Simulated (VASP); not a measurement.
C, 4 atoms in the cell. It takes space group Fmmm (No. 69, orthorhombic). Conventional cell: a = 2.412 Å, b = 4.161 Å, c = 5.399 Å, α = 90.00°, β = 90.00°, γ = 90.00°. Within 1.9 Å of C (site symmetry m2m) lie 3 C at 1.39 Å. 

| Item | Value |
| --- | --- |
| Program | VASP 6.6.1 |
| Task | single point |
| Functional | LDA |
| Potentials or basis | VASP PAW LDA potentials, release 64 (C) |
| Cutoff | 520 eV |
| k mesh | 20 × 20 × 8 |
| Occupations | gaussian, width 0.1 eV |
| Spin | no spin polarisation |
| Dipole correction | no |
| Further INCAR settings | ALGO = Normal; EDIFF = 1e-06; NBANDS = 16 |

Potentials or basis: VASP PAW LDA potentials, release 64 (C).

Run with:

```bash
$ cat potpaw_LDA.64/C/POTCAR > POTCAR
$ mpirun -np 1 vasp_std > vasp.out
```

Hardware: 1 thread of Intel(R) Xeon(R) Platinum 8488C (Sapphire Rapids), with other jobs on the host.

Problem. How long does it take, and how much memory?

Solution. It took 110 s on 1 thread of Intel(R) Xeon(R) Platinum 8488C (Sapphire Rapids) (shared host), peak memory 0.25 GiB. Counts: scf iterations 12, k points 555.
